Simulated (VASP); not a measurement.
# SrTiO3 (P4mm) in VASP: notebook, part 2 of 2

VASP 6.6.1.

### 5 Single point, PBE (atoms displaced along several vibrational modes)

File INCAR:

```
PREC     = Accurate       # precision mode
ENCUT    = 520            # plane-wave cutoff, eV
EDIFF    = 1E-7           # SCF threshold, eV
ISMEAR   = 0              # smearing method
SIGMA    = 0.05           # smearing width, eV
LREAL    = F              # projectors in reciprocal space
LASPH    = T              # aspherical terms in the spheres
NELM     = 80             # most SCF steps
ALGO     = Normal         # electronic algorithm
ISIF     = 2              # what is computed and relaxed
LWAVE    = F              # write WAVECAR
LCHARG   = T              # write CHGCAR
GGA      = PE             # functional
LELF     = T              # ELF
LVHAR    = T            
NBANDS   = 28             # bands
```

File KPOINTS:

```
regular mesh
0
Gamma
  8 8 8
```

File POSCAR:

```
SrTiO3
1.0
    3.9364094381      0.0000000000      0.0000000000
    0.0000000000      3.9364094381      0.0000000000
    0.0000000000      0.0000000000      3.9364094381
Sr Ti O
1 1 3
Direct
    0.0267151876      0.0000000000      0.0000000000
    0.4836424431      0.5000000000      0.5000000000
   -0.0296744483      0.5000000000      0.5000000000
    0.4661530075      0.0000000000      0.5000000000
    0.4661530075      0.5000000000      0.0000000000
```

Potentials or basis: VASP PAW PBE potentials, release 64 (Sr_sv, Ti_sv, O).

Started as:

```console
$ cat potpaw_PBE.64/Sr_sv/POTCAR potpaw_PBE.64/Ti_sv/POTCAR potpaw_PBE.64/O/POTCAR > POTCAR
$ mpirun -np 1 vasp_std > vasp.out
```

OUTCAR:

```text
PREC = Accurate
   ENCUT = 520
   EDIFF = 1E-7
   ISMEAR = 0
   LREAL = F
   LASPH = T
   NELM = 80
   ISIF = 2
   GGA = PE

 ion  position               nearest neighbor table
   1  0.027  0.000  0.000-   4 2.62   5 2.62   4 2.62   5 2.62   3 2.79   3 2.79   3 2.79   3 2.79
                             4 2.96   5 2.96   4 2.96   5 2.96   2 3.31   2 3.31   2 3.31   2 3.31
   2  0.484  0.500  0.500-   3 1.92   4 1.97   5 1.97   5 1.97   4 1.97   3 2.02   1 3.31   1 3.31
                             1 3.31   1 3.31   1 3.51   1 3.51   1 3.51   1 3.51
   3  0.970  0.500  0.500-   2 1.92   2 2.02   1 2.79   1 2.79   1 2.79   1 2.79
   4  0.466  0.000  0.500-   2 1.97   2 1.97   1 2.62   1 2.62   1 2.96   1 2.96
   5  0.466  0.500  0.000-   2 1.97   2 1.97   1 2.62   1 2.62   1 2.96   1 2.96

  LATTYP: Found a simple cubic cell.
 ALAT       =     3.9364094381

  Lattice vectors:

 A1 = (   3.9364094381,   0.0000000000,   0.0000000000)
 A2 = (   0.0000000000,   3.9364094381,   0.0000000000)
 A3 = (   0.0000000000,   0.0000000000,   3.9364094381)

Analysis of symmetry for initial positions (statically):
=====================================================================
 Subroutine PRICEL returns:
[... 175 lines left out ...]

  energy without entropy =      -40.04795652  energy(sigma->0) =      -40.04795652

 E-fermi :   4.3090     XC(G=0): -11.1295

 val. band max:        3.9251889645   @ k =   0.5000   0.5000   0.5000
 cond. band min:       5.7461391812   @ k =   0.0000   0.0000   0.0000
 fundamental gap:      1.8209502166
 Fermi energy:         4.3089585500

 k-point     1 :       0.0000    0.0000    0.0000
  band No.  band energies     occupation
      1     -52.6053      2.00000
      2     -28.8530      2.00000
      3     -28.8402      2.00000
      4     -28.8402      2.00000
      5     -28.8072      2.00000
      6     -13.4306      2.00000
[... 733 lines left out ...]
     27      11.9178      0.00000
     28      12.1443      0.00000

 [... further k-points ...]
[... 5 lines left out ...]
  --------------------------------------------------------------------------------------
  -------------------------------------------------------------------------------------
  Total        0.8611587      0.6090412      0.6090412      0.0000000      0.0000000     -0.0000000
  in kB       22.6200194     15.9976597     15.9976597      0.0000000      0.0000000     -0.0000000
  external PRESSURE =      18.2051129 kB  Pullay stress =       0.0000000 kB

 VOLUME and BASIS-vectors are now :
 -----------------------------------------------------------------------------
  energy-cutoff  :      520.00
  volume of cell :       61.00
      direct lattice vectors                 reciprocal lattice vectors
     3.936409438  0.000000000  0.000000000     0.254038615  0.000000000  0.000000000
     0.000000000  3.936409438  0.000000000     0.000000000  0.254038615  0.000000000
     0.000000000  0.000000000  3.936409438     0.000000000  0.000000000  0.254038615

 POSITION                                       TOTAL-FORCE (eV/Angst)
 -----------------------------------------------------------------------------------
      0.10516      0.00000      0.00000        -0.663805      0.000000      0.000000
      1.90381      1.96820      1.96820         0.561410     -0.000000      0.000000
      3.81960      1.96820      1.96820        -0.014682      0.000000     -0.000000
      1.83497      0.00000      1.96820         0.058538      0.000000     -0.000000
      1.83497      1.96820      0.00000         0.058538      0.000000     -0.000000
 -----------------------------------------------------------------------------------
    total drift:                                0.000110      0.000000      0.000002

  FREE ENERGIE OF THE ION-ELECTRON SYSTEM (eV)
  ---------------------------------------------------
  free  energy   TOTEN  =       -40.0479565190 eV

  energy  without entropy=      -40.0479565190  energy(sigma->0) =      -40.04795652
```

stdout:

```text
POSCAR found type information on POSCAR SrTiO
 POSCAR found :  3 types and       5 ions
 scaLAPACK will be used
 LDA part: xc-table for (Slater+PW92), standard interpolation
 POSCAR, INCAR and KPOINTS ok, starting setup
 FFT: planning ... GRIDC
 FFT: planning ... GRID_SOFT
 FFT: planning ... GRID
 WAVECAR not read
 entering main loop
```

Run time: 63 s. Hardware: 1 thread of Intel Xeon 6975P-C (Granite Rapids), shared host; peak memory 0.26 GiB.

Results:

- Free energy: -40.0480 eV
- Pressure: 1.8 GPa
- Largest force: 0.664 eV/Å
- Band gap on the k mesh: 1.82 eV (least direct gap 2.21 eV)

Forces on the atoms (eV/Å):
```
Sr  -0.664  0.000  0.000
Ti   0.561  0.000  0.000
O   -0.015  0.000  0.000
O    0.059  0.000  0.000
O    0.059  0.000  0.000
```

Stress tensor (GPa, compression positive):
```
2.26 0.00 0.00
0.00 1.60 0.00
0.00 0.00 1.60
```

Levels at points of the mesh, in eV from the valence-band top:
```tsv
k point	band 17	band 18	band 19	band 20	band 21	band 22	band 23	band 24
(0.00, 0.00, 0.00)	-1.18	-0.41	-0.41	-0.39	1.82	1.96	1.96	4.18
(0.50, 0.00, 0.00)	-2.28	-1.93	-0.73	-0.73	1.98	3.72	3.72	4.18
(0.00, 0.50, 0.00)	-2.26	-1.80	-0.76	-0.73	2.06	3.64	3.67	4.21
(0.50, 0.50, 0.00)	-1.71	-1.54	-1.51	-0.05	3.66	3.73	4.14	5.11
(0.00, 0.50, 0.50)	-1.69	-1.49	-1.49	-0.15	3.68	3.68	4.13	5.07
(0.50, 0.50, 0.50)	-3.61	-0.07	0.00	0.00	4.32	4.33	4.33	6.92
```

Caveat: the cell differs from its parent crystal (atoms displaced along several vibrational modes). A k mesh can miss the band edges.

### 6 Single point, PBE (atoms displaced along several vibrational modes)

File INCAR:

```
SYSTEM = SrTiO3
PREC = Accurate ; ENCUT = 520
EDIFF = 1E-6 ; ISMEAR = 0
SIGMA = 0.05 ; LREAL = .False.
LASPH = .True. ; NELM = 80
ALGO = Normal ; ISIF = 2
LWAVE = .False. ; LCHARG = .True.
GGA = PE ; LELF = .True.
LVHAR = .True. ; NBANDS = 28
```

File KPOINTS:

```
regular mesh
0
Gamma
  8 8 8
  0 0 0
```

File POSCAR:

```
SrTiO3
1.0
    3.9364094381      0.0000000000      0.0000000000
    0.0000000000      3.9364094381      0.0000000000
    0.0000000000      0.0000000000      3.9364094381
Sr Ti O
1 1 3
Direct
   -0.0212469841      0.0000000000      0.0000000000
    0.5421729399      0.5000000000      0.5000000000
   -0.0093458829      0.5000000000      0.5000000000
    0.4997654046      0.0000000000      0.5000000000
    0.4997654046      0.5000000000      0.0000000000
```

Potentials or basis: VASP PAW PBE potentials, release 64 (Sr_sv, Ti_sv, O).

Started as:

```console
$ cat potpaw_PBE.64/Sr_sv/POTCAR potpaw_PBE.64/Ti_sv/POTCAR potpaw_PBE.64/O/POTCAR > POTCAR
$ mpirun -np 1 vasp_std > vasp.out
```

OUTCAR:

```text
SYSTEM = SrTiO3
   PREC = Accurate
   ENCUT = 520
   EDIFF = 1E-6
   ISMEAR = 0
   LREAL = .False.
   LASPH = .True.
   NELM = 80
   ISIF = 2
   GGA = PE

 ion  position               nearest neighbor table
   1  0.979  0.000  0.000-   4 2.73   5 2.73   4 2.73   5 2.73   3 2.78   3 2.78   3 2.78   3 2.78
                             4 2.84   5 2.84   4 2.84   5 2.84   2 3.27   2 3.27   2 3.27   2 3.27
   2  0.542  0.500  0.500-   3 1.77   4 1.98   5 1.98   5 1.98   4 1.98   3 2.17   1 3.27   1 3.27
                             1 3.27   1 3.27   1 3.56   1 3.56   1 3.56   1 3.56
   3  0.991  0.500  0.500-   2 1.77   2 2.17   1 2.78   1 2.78   1 2.78   1 2.78
   4  0.500  0.000  0.500-   2 1.98   2 1.98   1 2.73   1 2.73   1 2.84   1 2.84
   5  0.500  0.500  0.000-   2 1.98   2 1.98   1 2.73   1 2.73   1 2.84   1 2.84

  LATTYP: Found a simple cubic cell.
 ALAT       =     3.9364094381

  Lattice vectors:

 A1 = (   3.9364094381,   0.0000000000,   0.0000000000)
 A2 = (   0.0000000000,   3.9364094381,   0.0000000000)
 A3 = (   0.0000000000,   0.0000000000,   3.9364094381)

Analysis of symmetry for initial positions (statically):
[... 175 lines left out ...]
  ---------------------------------------------------
  free energy    TOTEN  =       -39.97313319 eV

  energy without entropy =      -39.97313319  energy(sigma->0) =      -39.97313319

 E-fermi :   4.3642     XC(G=0): -11.1256

 val. band max:        4.0560507234   @ k =   0.5000   0.5000   0.5000
 cond. band min:       5.9201597800   @ k =   0.0000   0.0000   0.0000
 fundamental gap:      1.8641090566
 Fermi energy:         4.3642119082

 k-point     1 :       0.0000    0.0000    0.0000
  band No.  band energies     occupation
      1     -52.3555      2.00000
      2     -28.9512      2.00000
      3     -28.7181      2.00000
      4     -28.5849      2.00000
      5     -28.5849      2.00000
      6     -13.3904      2.00000
[... 733 lines left out ...]
     27      11.8115      0.00000
     28      12.0881      0.00000

 [... further k-points ...]
[... 5 lines left out ...]
  --------------------------------------------------------------------------------------
  -------------------------------------------------------------------------------------
  Total        3.1079668      0.6969980      0.6969980      0.0000000      0.0000000     -0.0000000
  in kB       81.6368348     18.3080188     18.3080188      0.0000000      0.0000000     -0.0000000
  external PRESSURE =      39.4176242 kB  Pullay stress =       0.0000000 kB

 VOLUME and BASIS-vectors are now :
 -----------------------------------------------------------------------------
  energy-cutoff  :      520.00
  volume of cell :       61.00
      direct lattice vectors                 reciprocal lattice vectors
     3.936409438  0.000000000  0.000000000     0.254038615  0.000000000  0.000000000
     0.000000000  3.936409438  0.000000000     0.000000000  0.254038615  0.000000000
     0.000000000  0.000000000  3.936409438     0.000000000  0.000000000  0.254038615

 POSITION                                       TOTAL-FORCE (eV/Angst)
 -----------------------------------------------------------------------------------
      3.85277      0.00000      0.00000         0.710624     -0.000000      0.000000
      2.13421      1.96820      1.96820        -1.770859      0.000000     -0.000000
      3.89962      1.96820      1.96820         1.107080      0.000000      0.000000
      1.96728      0.00000      1.96820        -0.023422     -0.000000      0.000000
      1.96728      1.96820      0.00000        -0.023422     -0.000000      0.000000
 -----------------------------------------------------------------------------------
    total drift:                                0.000226     -0.000000     -0.000000

  FREE ENERGIE OF THE ION-ELECTRON SYSTEM (eV)
  ---------------------------------------------------
  free  energy   TOTEN  =       -39.9731331925 eV

  energy  without entropy=      -39.9731331925  energy(sigma->0) =      -39.97313319
```

OSZICAR:

```text
N       E                     dE             d eps       ncg     rms          rms(c)
DAV:   1     0.431879527827E+03    0.43188E+03   -0.21309E+04  4200   0.158E+03
DAV:   2    -0.399020889113E+01   -0.43587E+03   -0.41691E+03  4808   0.439E+02
DAV:   3    -0.478912723528E+02   -0.43901E+02   -0.43563E+02  5760   0.135E+02
DAV:   4    -0.499301585941E+02   -0.20389E+01   -0.20344E+01  6412   0.252E+01
DAV:   5    -0.499805435084E+02   -0.50385E-01   -0.50376E-01  5856   0.331E+00    0.269E+01
DAV:   6    -0.400432126043E+02    0.99373E+01   -0.52483E+01  6260   0.657E+01    0.143E+01
DAV:   7    -0.400808339478E+02   -0.37621E-01   -0.94522E+00  5604   0.238E+01    0.112E+01
DAV:   8    -0.399737663994E+02    0.10707E+00   -0.10030E+00  5256   0.108E+01    0.377E+00
DAV:   9    -0.399887652321E+02   -0.14999E-01   -0.22439E-01  5360   0.334E+00    0.134E+00
DAV:  10    -0.399735239808E+02    0.15241E-01   -0.70373E-02  5444   0.285E+00    0.364E-01
DAV:  11    -0.399734795170E+02    0.44464E-04   -0.88736E-03  6184   0.928E-01    0.189E-01
DAV:  12    -0.399732194015E+02    0.26012E-03   -0.10844E-03  4900   0.364E-01    0.104E-01
DAV:  13    -0.399731263261E+02    0.93075E-04   -0.41770E-04  5644   0.226E-01    0.419E-02
DAV:  14    -0.399731353970E+02   -0.90709E-05   -0.15667E-04  5136   0.912E-02    0.265E-02
DAV:  15    -0.399731331355E+02    0.22616E-05   -0.20608E-05  5544   0.402E-02    0.939E-03
DAV:  16    -0.399731331925E+02   -0.57037E-07   -0.24077E-06  4084   0.136E-02
   1 F= -.39973133E+02 E0= -.39973133E+02  d E =-.186554E-20
```

Wall time 58 s (1 thread of Intel Xeon 6975P-C (Granite Rapids), shared host); peak memory 0.26 GiB.

What came out:

```
Free energy            : -39.9731 eV
Pressure               : 3.9 GPa
Largest force          : 1.771 eV/Å
Band gap on the k mesh : 1.86 eV (least direct gap 2.47 eV)
```

Forces in eV/Å, atoms in the order of the input:
```
Sr   0.711  0.000  0.000
Ti  -1.771  0.000  0.000
O    1.107  0.000  0.000
O   -0.023  0.000  0.000
O   -0.023  0.000  0.000
```

Stress tensor (GPa, compression positive):
```
8.16 0.00 0.00
0.00 1.83 0.00
0.00 0.00 1.83
```

Caveat: the cell differs from its parent crystal (atoms displaced along several vibrational modes); the stress differs along the axes, from 2 to 8 GPa; forces of over 1 eV/Å act on the atoms, so gaps and moduli don't describe the material at rest.

### 7 Summary

```tsv
cell	gap on the mesh (eV)	pressure (GPa)	largest force (eV/Å)
as given, atomic positions A	1.84	2.6	0.88
as given, atomic positions B	1.79	1.5	0.67
as given, atomic positions C	1.83	1.8	0.67
as given, atomic positions D	1.82	1.8	0.66
as given, atomic positions E	1.86	3.9	1.77
```

Alike in all rows: task single point; level PBE; potentials or basis VASP PAW PBE potentials, release 64 (Sr_sv, Ti_sv, O); no spin polarisation; k mesh 8 × 8 × 8; cutoff (eV) 520; smearing gaussian 0.05 eV.

Caveats: the stress differs along the axes, from 2 to 8 GPa (at least some runs); forces of over 1 eV/Å act on the atoms, so gaps and moduli don't describe the material at rest (at least some runs).

Absolute energies hang on the potentials; compare differences alone.
